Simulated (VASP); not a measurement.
# SiNi3 (P4mm) in VASP: a series of runs

SiNi3 is run at these levels: PBEsol; tasks: single point.

Program: VASP 6.6.1. These are calculated values, not measurements. Logs are shortened: lines on timing, memory, paths and dates and some standing lists are left out, and cuts for length are marked.

### Step 1. The cell of the first run

It takes space group P4mm (No. 99, tetragonal). Conventional cell: a = 3.461 Å, b = 3.461 Å, c = 3.461 Å, α = 90.00°, β = 90.00°, γ = 90.00°. Within 3.2 Å of Si (site symmetry 4mm) lie 12 Ni at 2.41 to 2.49 Å. Ni (site symmetry 2mm) has 4 Si at 2.41 to 2.49 Å and 8 Ni at 2.45 Å within 3.2 Å. Ni (site symmetry 4mm) has 8 Ni at 2.45 Å and 4 Si at 2.45 Å within 3.2 Å.

### Step 2. Single point, PBEsol (atom 1 (Si) moved -0.060 Å along Cartesian [0 0 1])

INCAR

```
SYSTEM = SiNi3
PREC = Accurate
ENCUT = 520
EDIFF = 1E-6
ISMEAR = 0
SIGMA = 0.15
LREAL = .FALSE.
LASPH = .TRUE.
NELM = 100
ALGO = Fast
ISIF = 2
LWAVE = .FALSE.
LCHARG = .FALSE.
GGA = PS
NBANDS = 25
```

KPOINTS

```
regular mesh
0
G
  14 14 14
  0 0 0
```

POSCAR

```
SiNi3
1.0
    3.4612457436      0.0000000000      0.0000000000
    0.0000000000      3.4612457436      0.0000000000
    0.0000000000      0.0000000000      3.4612457436
Si Ni
1 3
Direct
    0.0000000000      0.0000000000     -0.0173347992
    0.0000000000      0.5000000000      0.5000000000
    0.5000000000      0.0000000000      0.5000000000
    0.5000000000      0.5000000000      0.0000000000
```

Potentials or basis: VASP PAW PBE potentials, release 64 (Si, Ni).

Command:

```sh
cat potpaw_PBE.64/Si/POTCAR potpaw_PBE.64/Ni/POTCAR > POTCAR
mpirun -np 1 vasp_std > vasp.out
```

OUTCAR:

```text
SYSTEM = SiNi3
   PREC = Accurate
   ENCUT = 520
   EDIFF = 1E-6
   ISMEAR = 0
   LREAL = .FALSE.
   LASPH = .TRUE.
   NELM = 100
   ISIF = 2
   GGA = PS

 ion  position               nearest neighbor table
   1  0.000  0.000  0.983-   2 2.41   3 2.41   2 2.41   3 2.41   4 2.45   4 2.45   4 2.45   4 2.45
                             3 2.49   2 2.49   3 2.49   2 2.49
   2  0.000  0.500  0.500-   1 2.41   1 2.41   4 2.45   4 2.45   3 2.45   3 2.45   3 2.45   4 2.45
                             4 2.45   3 2.45   1 2.49   1 2.49
   3  0.500  0.000  0.500-   1 2.41   1 2.41   4 2.45   4 2.45   2 2.45   4 2.45   4 2.45   2 2.45
                             2 2.45   2 2.45   1 2.49   1 2.49
   4  0.500  0.500  0.000-   2 2.45   3 2.45   2 2.45   3 2.45   3 2.45   3 2.45   2 2.45   2 2.45
                             1 2.45   1 2.45   1 2.45   1 2.45

  LATTYP: Found a simple cubic cell.
 ALAT       =     3.4612457436

  Lattice vectors:

 A1 = (   3.4612457436,   0.0000000000,   0.0000000000)
 A2 = (   0.0000000000,   3.4612457436,   0.0000000000)
 A3 = (   0.0000000000,   0.0000000000,   3.4612457436)

Analysis of symmetry for initial positions (statically):
=====================================================================
 Subroutine PRICEL returns:
 Original cell was already a primitive cell.

 Routine SETGRP: Setting up the symmetry group for a
 simple cubic supercell.

 Subroutine GETGRP returns: Found  8 space group operations
 (whereof  8 operations were pure point group operations)
 out of a pool of 48 trial point group operations.

The static configuration has the point symmetry C_4v.

Analysis of symmetry for dynamics (positions and initial velocities):
=====================================================================
 Subroutine PRICEL returns:
 Original cell was already a primitive cell.

 Routine SETGRP: Setting up the symmetry group for a
 simple cubic supercell.

 Subroutine GETGRP returns: Found  8 space group operations
 (whereof  8 operations were pure point group operations)
 out of a pool of 48 trial point group operations.

The dynamic configuration has the point symmetry C_4v.

 Subroutine INISYM returns: Found  8 space group operations
 (whereof  8 operations are pure point group operations),
 and found     1 'primitive' translations

----------------------------------------------------------------------------------------

                                     Primitive cell

  volume of cell :      41.4665

  direct lattice vectors                    reciprocal lattice vectors
     3.461245744  0.000000000  0.000000000     0.288913320  0.000000000  0.000000000
     0.000000000  3.461245744  0.000000000     0.000000000  0.288913320  0.000000000
     0.000000000  0.000000000  3.461245744     0.000000000  0.000000000  0.288913320

  length of vectors
     3.461245744  3.461245744  3.461245744     0.288913320  0.288913320  0.288913320

  position of ions in fractional coordinates (direct lattice)
     0.000000000  0.000000000  0.982665201
     0.000000000  0.500000000  0.500000000
     0.500000000  0.000000000  0.500000000
     0.500000000  0.500000000  0.000000000

  ion indices of the primitive-cell ions
   primitive index   ion index
                 1           1
                 2           2
                 3           3
                 4           4

----------------------------------------------------------------------------------------

 KPOINTS: regular mesh

Automatic generation of k-mesh.
 Grid dimensions read from file:
 generate k-points for:   14   14   14

 Generating k-lattice:

  Cartesian coordinates                     Fractional coordinates (reciprocal lattice)
     0.020636666  0.000000000  0.000000000     0.071428571  0.000000000  0.000000000
     0.000000000  0.020636666  0.000000000     0.000000000  0.071428571  0.000000000
     0.000000000  0.000000000  0.020636666     0.000000000  0.000000000  0.071428571

  Length of vectors
     0.020636666  0.020636666  0.020636666

  Shift w.r.t. Gamma in fractional coordinates (k-lattice)
     0.000000000  0.000000000  0.000000000

 Subroutine IBZKPT returns following result:
 ===========================================

 Found    288 irreducible k-points:

 Following reciprocal coordinates:
            Coordinates               Weight
  0.000000  0.000000  0.000000      1.000000
  0.071429  0.000000  0.000000      4.000000
  0.000000  0.000000  0.071429      2.000000
  0.142857  0.000000  0.000000      4.000000
  0.000000  0.000000  0.142857      2.000000
  0.214286  0.000000  0.000000      4.000000
[... 16 lines left out ...]
  0.071429  0.000000  0.214286      8.000000
  0.285714  0.071429  0.000000      8.000000
 [... further k-points ...]
   k-points           NKPTS =    288   k-points in BZ     NKDIM =    288   number of bands    NBANDS=     25
   number of dos      NEDOS =    301   number of ions     NIONS =      4
   total plane-waves  NPLWV =  21952
   dimension x,y,z NGX =    28 NGY =   28 NGZ =   28
   dimension x,y,z NGXF=    56 NGYF=   56 NGZF=   56
   ions per type =               1   3
   NGX,Y,Z   is equivalent  to a cutoff of  13.45, 13.45, 13.45 a.u.
   NGXF,Y,Z  is equivalent  to a cutoff of  26.90, 26.90, 26.90 a.u.
 SYSTEM =  SiNi3
   PREC   = accura    normal or accurate (medium, high low for compatibility)
   ISTART =      0    job   : 0-new  1-cont  2-samecut
   ICHARG =      2    charge: 1-file 2-atom 10-const
   ISPIN  =      1    spin polarized calculation?
   LNONCOLLINEAR =      F non collinear calculations
   LSORBIT =      F    spin-orbit coupling
   LASPH  =      T    aspherical Exc in radial PAW
   ENCUT  =  520.0 eV  38.22 Ry    6.18 a.u.   6.44  6.44  6.44*2*pi/ulx,y,z
   NELM   =    100;   NELMIN=  2; NELMDL= -5     # of ELM steps
   EDIFF  = 0.1E-05   stopping-criterion for ELM
   LREAL  =      F    real-space projection
[... 7 lines left out ...]
   TEBEG  =    0.0;   TEEND  =   0.0 temperature during run
   PSTRESS=    0.0 pullay stress
   NELECT =      34.0000    total number of electrons
   NUPDOWN=      -1.0000    fix difference up-down
   EMIN   =  10.00;   EMAX   =-10.00  energy-range for DOS
   EFERMI =   0.00;   METHOD = LEGACY
   ISMEAR =     0;   SIGMA  =   0.15  broadening in eV -4-tet -1-fermi 0-gaus
   EFERMI_NEDOS =   21; number of points for ismear=-14 and -15
   IALGO  =     68    algorithm
   IMIX   =      4    mixing-type and parameters
     AMIX     =   0.40;   BMIX     =  1.00
     AMIX_MAG =   1.60;   BMIX_MAG =  1.00
  volume/ion in A,a.u.               =      10.37        69.96
  Fermi-wavevector in a.u.,A,eV,Ry     =   1.532270  2.895571 31.944467  2.347852
  Thomas-Fermi vector in A             =   2.639499
   LORBIT       =      0    0 simple, 1 ext, 2 COOP (PROOUT), +10 PAW based schemes
   GGA     = PS    functional components
   LHFCALC =     F    Hartree Fock is set to
   AEXX    =    0.0000 exact exchange contribution
   IVDW    =     0    specifies the selected vdW correction
   LEPSILON=     F    determine dielectric tensor
   LRPA    =     F    only Hartree local field effects (RPA)
 non-spin polarized calculation
 RMM-DIIS sequential band-by-band and
 Gauss-broadening in eV      SIGMA  =   0.15
  energy-cutoff  :      520.00
  volume of cell :       41.47
 maximum number of plane-waves:      1141
 NGX is ok and might be reduce to    28
   NGX = 13   NGY = 13   NGZ = 13

 number of electron      33.9999971 magnetization

 Free energy of the ion-electron system (eV)
  ---------------------------------------------------
  ext. energy  EPLUGINS =         0.00000000
  ---------------------------------------------------
  free energy    TOTEN  =       -26.29203378 eV

  energy without entropy =      -26.27151050  energy(sigma->0) =      -26.28177214

 E-fermi :  11.1079     XC(G=0): -13.4540

 val. band max:       11.1042462140   @ k =   0.3571   0.4286   0.4286
 cond. band min:      11.1231846442   @ k =   0.0000   0.0000   0.0000
 fundamental gap:      0.0189384302
 Fermi energy:        11.1079138208

 k-point     1 :       0.0000    0.0000    0.0000
  band No.  band energies     occupation
      1      -1.1441      2.00000
      2       5.9586      2.00000
      3       6.7724      2.00000
      4       6.7912      2.00000
      5       7.3281      2.00000
      6       7.3281      2.00000
[... 17 lines left out ...]
     24      21.9271      0.00000
     25      21.9617      0.00000

 k-point     2 :       0.0714    0.0000    0.0000
  band No.  band energies     occupation
      1      -1.0822      2.00000
      2       5.9751      2.00000
      3       6.7001      2.00000
      4       6.8221      2.00000
      5       7.3229      2.00000
      6       7.3264      2.00000
[... 17 lines left out ...]
     24      21.7347      0.00000
     25      21.8029      0.00000

 k-point     3 :       0.0000    0.0000    0.0714
  band No.  band energies     occupation
      1      -1.0822      2.00000
      2       5.9755      2.00000
      3       6.6878      2.00000
      4       6.8359      2.00000
      5       7.3242      2.00000
      6       7.3242      2.00000
[... 17 lines left out ...]
     24      21.7315      0.00000
     25      21.8055      0.00000

 k-point     4 :       0.1429    0.0000    0.0000
  band No.  band energies     occupation
      1      -0.8981      2.00000
      2       5.9537      2.00000
      3       6.4909      2.00000
      4       6.9509      2.00000
      5       7.3095      2.00000
      6       7.3174      2.00000
[... 17 lines left out ...]
     24      21.0908      0.00000
     25      21.4302      0.00000
[... 477 lines left out ...]
 k-point    22 :       0.0000    0.2143    0.0714
  band No.  band energies     occupation
      1      -0.5378      2.00000
      2       5.6147      2.00000
      3       6.4502      2.00000
      4       7.0482      2.00000
      5       7.2547      2.00000
      6       7.3345      2.00000
[... 17 lines left out ...]
     24      20.1301      0.00000
     25      21.7514      0.00000

 k-point    23 :       0.0714    0.0000    0.2143
  band No.  band energies     occupation
      1      -0.5380      2.00000
      2       5.6149      2.00000
      3       6.4432      2.00000
      4       7.0587      2.00000
      5       7.2541      2.00000
      6       7.3289      2.00000
[... 17 lines left out ...]
     24      20.1265      0.00000
     25      21.7696      0.00000

 k-point    24 :       0.2857    0.0714    0.0000
  band No.  band energies     occupation
      1      -0.1355      2.00000
      2       4.9185      2.00000
      3       6.6021      2.00000
      4       7.1163      2.00000
      5       7.2321      2.00000
      6       7.4661      2.00000
[... 17 lines left out ...]
     24      19.9898      0.00000
     25      22.2631      0.00000

 [... further k-points ...]

------------------------ aborting loop because EDIFF is reached ----------------------------------------

  FORCE on cell =-STRESS in cart. coord.  units (eV):
  Direction    XX          YY          ZZ          XY          YZ          ZX
  --------------------------------------------------------------------------------------
  -------------------------------------------------------------------------------------
  Total        0.0707819      0.0707819      0.0912314      0.0000000      0.0000000      0.0000000
  in kB        2.7348640      2.7348640      3.5249860      0.0000000      0.0000000      0.0000000
  external PRESSURE =       2.9982380 kB  Pullay stress =       0.0000000 kB

 VOLUME and BASIS-vectors are now :
 -----------------------------------------------------------------------------
  energy-cutoff  :      520.00
  volume of cell :       41.47
      direct lattice vectors                 reciprocal lattice vectors
     3.461245744  0.000000000  0.000000000     0.288913320  0.000000000  0.000000000
     0.000000000  3.461245744  0.000000000     0.000000000  0.288913320  0.000000000
     0.000000000  0.000000000  3.461245744     0.000000000  0.000000000  0.288913320

 POSITION                                       TOTAL-FORCE (eV/Angst)
 -----------------------------------------------------------------------------------
      0.00000      0.00000      3.40125         0.000000      0.000000      0.369672
      0.00000      1.73062      1.73062         0.000000      0.000000     -0.200386
      1.73062      0.00000      1.73062        -0.000000      0.000000     -0.200386
      1.73062      1.73062      0.00000         0.000000     -0.000000      0.031100
 -----------------------------------------------------------------------------------
    total drift:                                0.000000      0.000000      0.000283

  FREE ENERGIE OF THE ION-ELECTRON SYSTEM (eV)
  ---------------------------------------------------
  free  energy   TOTEN  =       -26.2920337783 eV

  energy  without entropy=      -26.2715105029  energy(sigma->0) =      -26.28177214
```

It took 3.4 min on 1 thread of Intel Xeon 6975P-C, shared host; peak memory 0.35 GiB.

Results:

| Item | Value |
| --- | --- |
| Free energy | -26.2920 eV |
| Pressure | 0.3 GPa |
| Largest force | 0.370 eV/Å |
| Band gap on the k mesh | zero (bands 17 and 18 overlap by 0.25 eV) |

Forces on the atoms (eV/Å):
```
Si   0.000  0.000  0.370
Ni   0.000  0.000 -0.200
Ni   0.000  0.000 -0.200
Ni   0.000  0.000  0.031
```

Stress tensor (GPa, compression positive):
```
0.27 0.00 0.00
0.00 0.27 0.00
0.00 0.00 0.35
```

Caveat: the cell differs from its parent crystal (atom 1 (Si) moved -0.060 Å along Cartesian [0 0 1]); the PAW data sets were made with another functional, which shifts forces and pressure a little.

### Step 3. Single point, PBEsol (atom 1 (Si) moved +0.040 Å along Cartesian [0 0 1])

INCAR

```
SYSTEM = SiNi3
ALGO = Fast
EDIFF = 1E-6
ENCUT = 520
GGA = PS
ISIF = 2
ISMEAR = 0
LASPH = .True.
LCHARG = .False.
LREAL = .False.
LWAVE = .False.
NBANDS = 25
NELM = 60
PREC = Accurate
SIGMA = 0.15
```

KPOINTS

```
k-points
0
Gamma
  14 14 14
  0 0 0
```

POSCAR: that of step 2 with these lines changed.

```diff
@@ -8,3 +8,3 @@
 Direct
-    0.0000000000      0.0000000000     -0.0173347992
+    0.0000000000      0.0000000000      0.0115565328
     0.0000000000      0.5000000000      0.5000000000
```

Potentials or basis: VASP PAW PBE potentials, release 64 (Si, Ni).

Command:

```sh
cat potpaw_PBE.64/Si/POTCAR potpaw_PBE.64/Ni/POTCAR > POTCAR
mpirun -np 1 vasp_std > vasp.out
```

Wall time 2.8 min (1 thread of Intel Xeon 6975P-C, shared host); peak memory 0.35 GiB.

The run converged. Its results:

- Free energy: -26.2982 eV
- Pressure: 0.0 GPa
- Largest force: 0.245 eV/Å
- Band gap on the k mesh: zero (bands 17 and 18 overlap by 0.25 eV)

Forces on the atoms (eV/Å):
```
Si   0.000  0.000 -0.245
Ni   0.000  0.000  0.133
Ni   0.000  0.000  0.133
Ni   0.000  0.000 -0.021
```

Levels at points of the mesh, in eV from the Fermi level:
| k point | band 15 | band 16 | band 17 | band 18 | band 19 | band 20 |
| --- | --- | --- | --- | --- | --- | --- |
| (0.00, 0.00, 0.00) | -0.65 | -0.32 | 0.02 | 0.02 | 0.02 | 5.19 |
| (0.50, 0.00, 0.00) | -1.22 | -0.59 | 0.02 | 3.75 | 3.76 | 5.32 |
| (0.00, 0.00, 0.50) | -1.22 | -0.59 | 0.02 | 3.76 | 3.76 | 5.32 |
| (0.50, 0.50, 0.00) | -1.19 | -1.09 | -1.02 | 0.68 | 0.68 | 5.78 |
| (0.00, 0.50, 0.50) | -1.19 | -1.09 | -1.02 | 0.68 | 0.68 | 5.85 |
| (0.50, 0.50, 0.50) | -1.33 | -0.53 | -0.23 | -0.23 | -0.23 | 1.38 |

Caveat: the cell differs from its parent crystal (atom 1 (Si) moved +0.040 Å along Cartesian [0 0 1]); the PAW data sets were made with another functional, which shifts forces and pressure a little.

The gap in the log of VASP goes by the Fermi energy; the results here count the filled bands.